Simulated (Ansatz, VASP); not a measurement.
**Two plane-wave programs on Si**

```
Si
1.0
     0.00000    2.72199    2.72199
     2.72199    0.00000    2.72199
     2.72199    2.72199    0.00000
Si
2
Direct
  0.00000 0.00000 0.00000
  0.25000 0.25000 0.25000
```

Alike in both runs: task single point; functional r2SCAN; k mesh 8 × 8 × 8; occupations gaussian, width 0.02 eV; no spin polarisation.

```csv
,VASP,Ansatz
version,VASP 6.6.1,Ansatz 0.2.0
potentials or method,"VASP PAW PBE potentials, release 64 (Si), cutoff 550 eV","scalar-relativistic, plane waves, PAW"
valence electrons in the cell,8,8
```

VASP gave:

- gap on the k mesh at the Fermi level (eV): 0.83
- least direct gap on the mesh (eV): 2.75
- pressure (GPa): -0.2

Question: What did Ansatz give for the same quantities?

Answer: gap on the k mesh at the Fermi level (eV): 0.81; least direct gap on the mesh (eV): 2.74; pressure (GPa): 0.0.

VASP's potentials were made for PBE, not for r2SCAN. The functional is the same, so the differences come from potentials, cutoffs and numerics.
